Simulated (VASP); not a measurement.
# TlBr (Pm-3m) in VASP: notebook

TlBr is run at these levels: PBE, r2SCAN; tasks: single point.

Program: VASP 6.6.1. These are calculated values, not measurements. Logs are shortened: lines on timing, memory, paths and dates and some standing lists are left out, and cuts for length are marked.

**1. The cell of the first run**

Symmetry: Pm-3m, No. 221, cubic system. Conventional cell: a = 3.946 Å, b = 3.946 Å, c = 3.946 Å, α = 90.00°, β = 90.00°, γ = 90.00°. Tl (site symmetry m-3m) has 8 Br at 3.42 Å and 6 Tl at 3.95 Å within 4.5 Å. Within 4.5 Å of Br (site symmetry m-3m) lie 8 Tl at 3.42 Å and 6 Br at 3.95 Å.

**2. Single point, PBE**

Contents of INCAR:

```
ALGO = Normal
EDIFF = 1E-6
ENCUT = 500
GGA = PE
GGA_COMPAT = F
ISIF = 2
ISMEAR = 0
LASPH = T
LCHARG = T
LELF = T
LREAL = F
LVHAR = T
LWAVE = F
NBANDS = 17
NELM = 120
PREC = Accurate
SIGMA = 0.01
```

Contents of KPOINTS:

```
k-points
0
Gamma
  6 6 6
```

Contents of POSCAR:

```
TlBr
1.0
    3.9461933130      0.0000000000      0.0000000000
    0.0000000000      3.9461933130      0.0000000000
    0.0000000000      0.0000000000      3.9461933130
Tl Br
1 1
Direct
    0.0000000000      0.0000000000      0.0000000000
    0.5000000000      0.5000000000      0.5000000000
```

Potentials or basis: VASP PAW PBE potentials, release 64 (Tl_d, Br).

Command:

```console
$ cat potpaw_PBE.64/Tl_d/POTCAR potpaw_PBE.64/Br/POTCAR > POTCAR
$ mpirun -np 1 vasp_std > vasp.out
```

OUTCAR:

```text
EDIFF = 1E-6
   ENCUT = 500
   GGA = PE
   ISIF = 2
   ISMEAR = 0
   LASPH = T
   LREAL = F
   NELM = 120
   PREC = Accurate

 ion  position               nearest neighbor table
   1  0.000  0.000  0.000-   2 3.42   2 3.42   2 3.42   2 3.42   2 3.42   2 3.42   2 3.42   2 3.42

   2  0.500  0.500  0.500-   1 3.42   1 3.42   1 3.42   1 3.42   1 3.42   1 3.42   1 3.42   1 3.42

  LATTYP: Found a simple cubic cell.
 ALAT       =     3.9461933130

  Lattice vectors:

 A1 = (   3.9461933130,   0.0000000000,   0.0000000000)
 A2 = (   0.0000000000,   3.9461933130,   0.0000000000)
 A3 = (   0.0000000000,   0.0000000000,   3.9461933130)

Analysis of symmetry for initial positions (statically):
=====================================================================
 Subroutine PRICEL returns:
 Original cell was already a primitive cell.

 Routine SETGRP: Setting up the symmetry group for a
 simple cubic supercell.

 Subroutine GETGRP returns: Found 48 space group operations
 (whereof 48 operations were pure point group operations)
 out of a pool of 48 trial point group operations.

The static configuration has the point symmetry O_h .

Analysis of symmetry for dynamics (positions and initial velocities):
=====================================================================
 Subroutine PRICEL returns:
 Original cell was already a primitive cell.

 Routine SETGRP: Setting up the symmetry group for a
 simple cubic supercell.

 Subroutine GETGRP returns: Found 48 space group operations
 (whereof 48 operations were pure point group operations)
 out of a pool of 48 trial point group operations.

The dynamic configuration has the point symmetry O_h .

 Subroutine INISYM returns: Found 48 space group operations
 (whereof 48 operations are pure point group operations),
 and found     1 'primitive' translations

----------------------------------------------------------------------------------------

                                     Primitive cell

  volume of cell :      61.4519

  direct lattice vectors                    reciprocal lattice vectors
     3.946193313  0.000000000  0.000000000     0.253408772  0.000000000  0.000000000
     0.000000000  3.946193313  0.000000000     0.000000000  0.253408772  0.000000000
     0.000000000  0.000000000  3.946193313     0.000000000  0.000000000  0.253408772

  length of vectors
     3.946193313  3.946193313  3.946193313     0.253408772  0.253408772  0.253408772

  position of ions in fractional coordinates (direct lattice)
     0.000000000  0.000000000  0.000000000
     0.500000000  0.500000000  0.500000000

  ion indices of the primitive-cell ions
   primitive index   ion index
                 1           1
                 2           2

----------------------------------------------------------------------------------------

 KPOINTS: k-points

Automatic generation of k-mesh.
 Grid dimensions read from file:
 generate k-points for:    6    6    6

 Generating k-lattice:

  Cartesian coordinates                     Fractional coordinates (reciprocal lattice)
     0.042234795  0.000000000  0.000000000     0.166666667  0.000000000  0.000000000
     0.000000000  0.042234795  0.000000000     0.000000000  0.166666667  0.000000000
     0.000000000  0.000000000  0.042234795     0.000000000  0.000000000  0.166666667

  Length of vectors
     0.042234795  0.042234795  0.042234795

  Shift w.r.t. Gamma in fractional coordinates (k-lattice)
     0.000000000  0.000000000  0.000000000

 Subroutine IBZKPT returns following result:
 ===========================================

 Found     20 irreducible k-points:

 Following reciprocal coordinates:
            Coordinates               Weight
  0.000000  0.000000  0.000000      1.000000
  0.166667  0.000000  0.000000      6.000000
  0.333333  0.000000  0.000000      6.000000
  0.500000  0.000000  0.000000      3.000000
  0.166667  0.166667  0.000000     12.000000
  0.333333  0.166667  0.000000     24.000000
[... 12 lines left out ...]
  0.500000  0.500000  0.333333      6.000000
  0.500000  0.500000  0.500000      1.000000
   k-points           NKPTS =     20   k-points in BZ     NKDIM =     20   number of bands    NBANDS=     17
   number of dos      NEDOS =    301   number of ions     NIONS =      2
   total plane-waves  NPLWV =  27000
   dimension x,y,z NGX =    30 NGY =   30 NGZ =   30
   dimension x,y,z NGXF=    60 NGYF=   60 NGZF=   60
   ions per type =               1   1
   NGX,Y,Z   is equivalent  to a cutoff of  12.64, 12.64, 12.64 a.u.
   NGXF,Y,Z  is equivalent  to a cutoff of  25.28, 25.28, 25.28 a.u.
 SYSTEM =  unknown system
   PREC   = accura    normal or accurate (medium, high low for compatibility)
   ISTART =      0    job   : 0-new  1-cont  2-samecut
   ICHARG =      2    charge: 1-file 2-atom 10-const
   ISPIN  =      1    spin polarized calculation?
   LNONCOLLINEAR =      F non collinear calculations
   LSORBIT =      F    spin-orbit coupling
   LASPH  =      T    aspherical Exc in radial PAW
   ENCUT  =  500.0 eV  36.75 Ry    6.06 a.u.   7.19  7.19  7.19*2*pi/ulx,y,z
   NELM   =    120;   NELMIN=  2; NELMDL= -5     # of ELM steps
   EDIFF  = 0.1E-05   stopping-criterion for ELM
   LREAL  =      F    real-space projection
   EDIFFG = 0.1E-04   stopping-criterion for IOM
   NSW    =      0    number of steps for IOM
   IBRION =     -1    ionic relax: 0-MD 1-quasi-New 2-CG
   NFREE  =      0    steps in history (QN), initial steepest desc. (CG)
   ISIF   =      2    stress and relaxation
   ISYM   =      2    0-nonsym 1-usesym 2-fastsym
   POTIM  = 0.5000    time-step for ionic-motion
   TEBEG  =    0.0;   TEEND  =   0.0 temperature during run
   PSTRESS=    0.0 pullay stress
   NELECT =      20.0000    total number of electrons
   NUPDOWN=      -1.0000    fix difference up-down
   EMIN   =  10.00;   EMAX   =-10.00  energy-range for DOS
   EFERMI =   0.00;   METHOD = LEGACY
   ISMEAR =     0;   SIGMA  =   0.01  broadening in eV -4-tet -1-fermi 0-gaus
   EFERMI_NEDOS =   21; number of points for ismear=-14 and -15
   IALGO  =     38    algorithm
   IMIX   =      4    mixing-type and parameters
     AMIX     =   0.40;   BMIX     =  1.00
     AMIX_MAG =   1.60;   BMIX_MAG =  1.00
  volume/ion in A,a.u.               =      30.73       207.35
  Fermi-wavevector in a.u.,A,eV,Ry     =   1.126090  2.128002 17.253261  1.268079
  Thomas-Fermi vector in A             =   2.262770
   LORBIT       =      0    0 simple, 1 ext, 2 COOP (PROOUT), +10 PAW based schemes
   GGA     = PE    functional components
   LHFCALC =     F    Hartree Fock is set to
   AEXX    =    0.0000 exact exchange contribution
   IVDW    =     0    specifies the selected vdW correction
   LEPSILON=     F    determine dielectric tensor
   LRPA    =     F    only Hartree local field effects (RPA)
 non-spin polarized calculation
 Gauss-broadening in eV      SIGMA  =   0.01
  energy-cutoff  :      500.00
  volume of cell :       61.45
 maximum number of plane-waves:      1596
 NGX is ok and might be reduce to    30
   NGX = 15   NGY = 15   NGZ = 15

 number of electron      20.0000001 magnetization

 Free energy of the ion-electron system (eV)
  ---------------------------------------------------
  ext. energy  EPLUGINS =         0.00000000
  ---------------------------------------------------
  free energy    TOTEN  =        -5.51636225 eV

  energy without entropy =       -5.51636225  energy(sigma->0) =       -5.51636225

 E-fermi :   2.7487     XC(G=0):  -9.0915

 val. band max:        2.6660230118   @ k =   0.5000   0.0000   0.0000
 cond. band min:       4.4568612029   @ k =   0.5000   0.0000   0.0000
 fundamental gap:      1.7908381911
 Fermi energy:         2.7487173176

 k-point     1 :       0.0000    0.0000    0.0000
  band No.  band energies     occupation
      1     -11.2273      2.00000
      2      -7.4971      2.00000
      3      -7.4971      2.00000
      4      -7.3067      2.00000
      5      -7.3067      2.00000
      6      -7.3067      2.00000
[... 9 lines left out ...]
     16      14.0594      0.00000
     17      16.1398      0.00000

 k-point     2 :       0.1667    0.0000    0.0000
  band No.  band energies     occupation
      1     -11.1662      2.00000
      2      -7.4942      2.00000
      3      -7.4617      2.00000
      4      -7.3236      2.00000
      5      -7.3236      2.00000
      6      -7.3053      2.00000
[... 9 lines left out ...]
     16      15.4327      0.00000
     17      15.7860      0.00000

 k-point     3 :       0.3333    0.0000    0.0000
  band No.  band energies     occupation
      1     -11.0376      2.00000
      2      -7.4884      2.00000
      3      -7.3937      2.00000
      4      -7.3568      2.00000
      5      -7.3568      2.00000
      6      -7.3022      2.00000
[... 9 lines left out ...]
     16      13.9285      0.00000
     17      16.2051      0.00000

 k-point     4 :       0.5000    0.0000    0.0000
  band No.  band energies     occupation
      1     -10.9696      2.00000
      2      -7.4855      2.00000
      3      -7.3732      2.00000
      4      -7.3732      2.00000
      5      -7.3616      2.00000
      6      -7.3008      2.00000
[... 9 lines left out ...]
     16      16.0474      0.00000
     17      16.1975      0.00000
[... 263 lines left out ...]
      1     -10.7451      2.00000
      2      -7.4347      2.00000
      3      -7.4094      2.00000
      4      -7.3705      2.00000
      5      -7.3099      2.00000
      6      -7.2703      2.00000
[... 9 lines left out ...]
     16      14.5847      0.00000
     17      18.8549      0.00000

 k-point    19 :       0.5000    0.5000    0.3333
  band No.  band energies     occupation
      1     -10.6979      2.00000
      2      -7.4313      2.00000
      3      -7.4313      2.00000
      4      -7.4160      2.00000
      5      -7.2894      2.00000
      6      -7.2472      2.00000
[... 9 lines left out ...]
     16      15.1103      0.00000
     17      19.1169      0.00000

 k-point    20 :       0.5000    0.5000    0.5000
  band No.  band energies     occupation
      1     -10.6441      2.00000
      2      -7.4561      2.00000
      3      -7.4561      2.00000
      4      -7.4561      2.00000
      5      -7.2464      2.00000
      6      -7.2464      2.00000
[... 9 lines left out ...]
     16      15.6375      0.00000
     17      19.0989      0.00000

------------------------ aborting loop because EDIFF is reached ----------------------------------------

  FORCE on cell =-STRESS in cart. coord.  units (eV):
  Direction    XX          YY          ZZ          XY          YZ          ZX
  --------------------------------------------------------------------------------------
  -------------------------------------------------------------------------------------
  Total        0.7318816      0.7318816      0.7318816      0.0000000      0.0000000      0.0000000
  in kB       19.0816679     19.0816679     19.0816679      0.0000000      0.0000000      0.0000000
  external PRESSURE =      19.0816679 kB  Pullay stress =       0.0000000 kB

 VOLUME and BASIS-vectors are now :
 -----------------------------------------------------------------------------
  energy-cutoff  :      500.00
  volume of cell :       61.45
      direct lattice vectors                 reciprocal lattice vectors
     3.946193313  0.000000000  0.000000000     0.253408772  0.000000000  0.000000000
     0.000000000  3.946193313  0.000000000     0.000000000  0.253408772  0.000000000
     0.000000000  0.000000000  3.946193313     0.000000000  0.000000000  0.253408772

 POSITION                                       TOTAL-FORCE (eV/Angst)
 -----------------------------------------------------------------------------------
      0.00000      0.00000      0.00000         0.000000      0.000000      0.000000
      1.97310      1.97310      1.97310         0.000000      0.000000      0.000000
 -----------------------------------------------------------------------------------
    total drift:                                0.000000     -0.000000     -0.000000

  FREE ENERGIE OF THE ION-ELECTRON SYSTEM (eV)
  ---------------------------------------------------
  free  energy   TOTEN  =        -5.5163622510 eV

  energy  without entropy=       -5.5163622510  energy(sigma->0) =       -5.51636225
```

Wall time 30 s (1 thread of Intel Xeon 8259CL, shared host); peak memory 0.17 GiB.

Results:

- Free energy: -5.5164 eV
- Pressure: 1.9 GPa
- Band gap on the k mesh: 1.79 eV, direct

Levels at points of the mesh, in eV from the valence-band top:
| k point | band 7 | band 8 | band 9 | band 10 | band 11 | band 12 | band 13 | band 14 |
| --- | --- | --- | --- | --- | --- | --- | --- | --- |
| (0.00, 0.00, 0.00) | -4.72 | -1.42 | -1.42 | -1.42 | 6.94 | 6.94 | 7.31 | 7.31 |
| (0.50, 0.00, 0.00) | -5.70 | -0.89 | -0.89 | 0.00 | 1.79 | 5.76 | 5.76 | 7.91 |
| (0.50, 0.50, 0.00) | -3.80 | -3.11 | -3.11 | -0.81 | 4.89 | 4.89 | 7.46 | 7.68 |
| (0.50, 0.50, 0.50) | -2.75 | -2.05 | -2.05 | -2.05 | 2.03 | 2.03 | 2.03 | 12.97 |

Caveat: spin-orbit coupling is left out, which moves the levels of the heavy elements. A k mesh can miss the band edges.

**3. Single point, r2SCAN**

POSCAR is that of step 2.

Contents of INCAR.step1:

```
  PREC = Accurate
  ENCUT = 550
  ISMEAR = 0
  SIGMA = 0.01
  LREAL = F
  LASPH = T
  NELM = 120
  NBANDS = 17
  GGA = PE
  ALGO = Normal
  EDIFF = 1E-5
  LWAVE = T
  LCHARG = F
  GGA_COMPAT = F
```

Contents of INCAR.step2:

```
  PREC = Accurate
  ENCUT = 550
  EDIFF = 1E-6
  ISMEAR = 0
  SIGMA = 0.01
  LREAL = F
  LASPH = T
  NELM = 120
  ALGO = Normal
  ISIF = 2
  LWAVE = F
  LCHARG = F
  METAGGA = R2SCAN
  LMIXTAU = T
  NBANDS = 17
  ISTART = 1
  GGA_COMPAT = F
```

Contents of KPOINTS:

```
Automatic mesh
0
Gamma
  6 6 6
```

Potentials or basis: VASP PAW PBE potentials, release 64 (Tl_d, Br).

Command:

```console
$ cat potpaw_PBE.64/Tl_d/POTCAR potpaw_PBE.64/Br/POTCAR > POTCAR
$ cp INCAR.step1 INCAR
$ mpirun -np 1 vasp_std > vasp.out
$ cp INCAR.step2 INCAR
$ mpirun -np 1 vasp_std > vasp.out
```

OUTCAR:

```text
PREC = Accurate
   ENCUT = 550
   EDIFF = 1E-6
   ISMEAR = 0
   LREAL = F
   LASPH = T
   NELM = 120
   ISIF = 2
   METAGGA = R2SCAN
   ISTART = 1

 ion  position               nearest neighbor table
   1  0.000  0.000  0.000-   2 3.42   2 3.42   2 3.42   2 3.42   2 3.42   2 3.42   2 3.42   2 3.42

   2  0.500  0.500  0.500-   1 3.42   1 3.42   1 3.42   1 3.42   1 3.42   1 3.42   1 3.42   1 3.42

  LATTYP: Found a simple cubic cell.
 ALAT       =     3.9461933130

  Lattice vectors:

 A1 = (   3.9461933130,   0.0000000000,   0.0000000000)
 A2 = (   0.0000000000,   3.9461933130,   0.0000000000)
 A3 = (   0.0000000000,   0.0000000000,   3.9461933130)

Analysis of symmetry for initial positions (statically):
=====================================================================
 Subroutine PRICEL returns:
 Original cell was already a primitive cell.

 Routine SETGRP: Setting up the symmetry group for a
 simple cubic supercell.

 Subroutine GETGRP returns: Found 48 space group operations
 (whereof 48 operations were pure point group operations)
[... 155 lines left out ...]
  free energy    TOTEN  =       -68.37348424 eV

  energy without entropy =      -68.37348424  energy(sigma->0) =      -68.37348424

 E-fermi :   2.4338     XC(G=0):  -9.5549

 val. band max:        2.3673884522   @ k =   0.5000   0.0000   0.0000
 cond. band min:       4.6029537921   @ k =   0.5000   0.0000   0.0000
 fundamental gap:      2.2355653398
 Fermi energy:         2.4337513259

 k-point     1 :       0.0000    0.0000    0.0000
  band No.  band energies     occupation
      1     -12.0299      2.00000
      2      -8.1519      2.00000
      3      -8.1519      2.00000
      4      -7.9566      2.00000
      5      -7.9566      2.00000
      6      -7.9566      2.00000
[... 377 lines left out ...]
      4      -8.1041      2.00000
      5      -7.9019      2.00000
      6      -7.9019      2.00000
[... 9 lines left out ...]
     16      16.2691      0.00000
     17      19.8811      0.00000

------------------------ aborting loop because EDIFF is reached ----------------------------------------

  FORCE on cell =-STRESS in cart. coord.  units (eV):
  Direction    XX          YY          ZZ          XY          YZ          ZX
  --------------------------------------------------------------------------------------
  -------------------------------------------------------------------------------------
  Total        0.3883240      0.3883240      0.3883240      0.0000000      0.0000000     -0.0000000
  in kB       10.1244117     10.1244117     10.1244117      0.0000000      0.0000000     -0.0000000
  external PRESSURE =      10.1244117 kB  Pullay stress =       0.0000000 kB

 VOLUME and BASIS-vectors are now :
 -----------------------------------------------------------------------------
  energy-cutoff  :      550.00
  volume of cell :       61.45
      direct lattice vectors                 reciprocal lattice vectors
     3.946193313  0.000000000  0.000000000     0.253408772  0.000000000  0.000000000
     0.000000000  3.946193313  0.000000000     0.000000000  0.253408772  0.000000000
     0.000000000  0.000000000  3.946193313     0.000000000  0.000000000  0.253408772

 POSITION                                       TOTAL-FORCE (eV/Angst)
 -----------------------------------------------------------------------------------
      0.00000      0.00000      0.00000         0.000000      0.000000      0.000000
      1.97310      1.97310      1.97310         0.000000      0.000000      0.000000
 -----------------------------------------------------------------------------------
    total drift:                                0.000000     -0.000000     -0.000000

  FREE ENERGIE OF THE ION-ELECTRON SYSTEM (eV)
  ---------------------------------------------------
  free  energy   TOTEN  =       -68.3734842397 eV

  energy  without entropy=      -68.3734842397  energy(sigma->0) =      -68.37348424
```

OSZICAR.step1:

```text
N       E                     dE             d eps       ncg     rms          rms(c)
DAV:   1     0.970844024466E+02    0.97084E+02   -0.10054E+04   696   0.107E+03
DAV:   2    -0.227529175327E+01   -0.99360E+02   -0.96567E+02   856   0.225E+02
DAV:   3    -0.574817732485E+01   -0.34729E+01   -0.34648E+01   790   0.371E+01
DAV:   4    -0.576687851166E+01   -0.18701E-01   -0.18700E-01   862   0.321E+00
DAV:   5    -0.576706689508E+01   -0.18838E-03   -0.18838E-03   801   0.310E-01    0.293E+00
DAV:   6    -0.553882730385E+01    0.22824E+00   -0.34601E-01   723   0.295E+00    0.171E+00
DAV:   7    -0.551565494302E+01    0.23172E-01   -0.11341E-01   759   0.148E+00    0.889E-01
DAV:   8    -0.551631352662E+01   -0.65858E-03   -0.15064E-02   766   0.791E-01    0.170E-01
DAV:   9    -0.551605211344E+01    0.26141E-03   -0.10644E-03   761   0.183E-01    0.688E-02
DAV:  10    -0.551616391889E+01   -0.11181E-03   -0.24359E-04   748   0.810E-02    0.182E-02
DAV:  11    -0.551616499678E+01   -0.10779E-05   -0.24572E-05   658   0.340E-02
   1 F= -.55161650E+01 E0= -.55161650E+01  d E =-.714284E-59
```

Run time: 2.4 min. Hardware: 1 thread of Intel Xeon 8259CL, shared host; peak memory 0.18 GiB.

Results:

```yaml
Free_energy: -68.3735 eV
Pressure: 1.0 GPa
Band_gap_on_the_k_mesh: 2.24 eV, direct
```

Caveat: the PAW data sets were made with another functional, which shifts forces and pressure a little; spin-orbit coupling is left out, which moves the levels of the heavy elements.
